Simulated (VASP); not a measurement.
A run of VASP 6.6.1 is set up as follows.

Contents of INCAR:

```
PREC = Accurate
ENCUT = 520
EDIFF = 1E-6
ISMEAR = 0
SIGMA = 0.02
LREAL = False
LASPH = True
NELM = 60
ALGO = Fast
ISIF = 2
LWAVE = False
LCHARG = False
GGA = PS
NBANDS = 24
```

Contents of KPOINTS:

```
regular mesh
0
Gamma
  12 12 12
```

File POSCAR:

```
TaCuN2
1.0
    1.4809643855      0.8550351866      5.6501989030
   -1.4809643855      0.8550351866      5.6501989030
    0.0000000000     -1.7100703732      5.6501989030
Ta Cu N
1 1 2
Direct
    0.5000000000      0.5000000000      0.5000000000
    0.0000000000      0.0000000000      0.0000000000
    0.1033111593      0.1033111593      0.1033111593
    0.8966888407      0.8966888407      0.8966888407
```

Potentials or basis: VASP PAW PBE potentials, release 64 (Ta_pv, Cu, N).

Launch:

```console
$ cat potpaw_PBE.64/Ta_pv/POTCAR potpaw_PBE.64/Cu/POTCAR potpaw_PBE.64/N/POTCAR > POTCAR
$ mpirun -np 1 vasp_std > vasp.out
```

(1) Estimate the largest force.

(2) Estimate the pressure.

## Answers

(1) 0.056 eV/Å.

(2) 36.4 GPa.

Caveat: the cell stands under pressure; the PAW data sets were made with another functional, which shifts forces and pressure a little.
